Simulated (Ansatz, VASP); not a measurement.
## One calculation of Zn, two programs

```
Zn
1.0
     2.63563    0.00000    0.00000
    -1.31781    2.28252    0.00000
     0.00000    0.00000   23.63880
Zn
4
Direct
  0.83333 0.16667 0.34480
  0.16667 0.83333 0.44987
  0.83333 0.16667 0.55013
  0.16667 0.83333 0.65520
```

Alike in both runs: functional PBE; k mesh 16 × 16 × 1; occupations fermi-dirac, width 0.08 eV; no spin polarisation.

Ansatz relaxed the structure, and its values are those at the end. VASP's run is a single point on that final structure, the one shown.

|  | VASP | Ansatz |
| --- | --- | --- |
| version | VASP 6.6.1 | Ansatz 0.2.0 |
| potentials or method | VASP PAW PBE potentials, release 64 (Zn) | PAW with Ansatz's default frozen-core files, scalar-relativistic |
| plane-wave cutoff (eV) | 520 | 420 |
| valence electrons in the cell | 48 | 48 |

```csv
,VASP,Ansatz,Ansatz less VASP
rms of the force components (eV/Å),0.004,0.001,-0.0024
```

Ansatz's warnings: stress scf threshold loose.
